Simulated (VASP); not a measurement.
Set up this calculation in VASP 6.6.1, as the native input.

* Task: single point
* Functional: LDA
* Potentials or basis: VASP PAW LDA potentials, release 64 (Sr_sv, Cl)
* Cutoff: 520 eV
* k mesh: 6 × 6 × 6
* Occupations: fermi-dirac, width 0.05 eV
* Spin: no spin polarisation
* Dipole correction: no
* Further INCAR settings: ALGO = Normal; EDIFF = 1e-07; NBANDS = 19

The structure of SrCl2 lies in POSCAR:

```
SrCl2
1.0
    0.0000000000      3.5567663891      3.5567663891
    3.5567663891      0.0000000000      3.5567663891
    3.5567663891      3.5567663891      0.0000000000
Sr Cl
1 2
Direct
    0.0000000000      0.0000000000      0.0000000000
    0.7500000000      0.7500000000      0.7500000000
    0.2500000000      0.2500000000      0.2500000000
```

These files were run (other wordings do the same):

INCAR

```
PREC = Accurate ; ENCUT = 520
EDIFF = 1E-7 ; ISMEAR = -1
SIGMA = 0.05 ; LREAL = False
LASPH = True ; NELM = 60
ALGO = Normal ; ISIF = 2
LWAVE = False ; LCHARG = False
GGA = CA ; NBANDS = 19
```

KPOINTS

```
regular mesh
0
Gamma
  6 6 6
```

Potentials or basis: VASP PAW LDA potentials, release 64 (Sr_sv, Cl).

The run is started by

```console
$ cat potpaw_LDA.64/Sr_sv/POTCAR potpaw_LDA.64/Cl/POTCAR > POTCAR
$ mpirun -np 1 vasp_std > vasp.out
```

Results of the run:

```json
{
 "Pressure": "-4.3 GPa",
 "Band gap on the k mesh": "4.67 eV, indirect (least direct gap 5.00 eV)"
}
```

Wall time 32 s on 1 thread of Intel Xeon 6975P-C, on a shared host, peak memory 0.2 GiB.
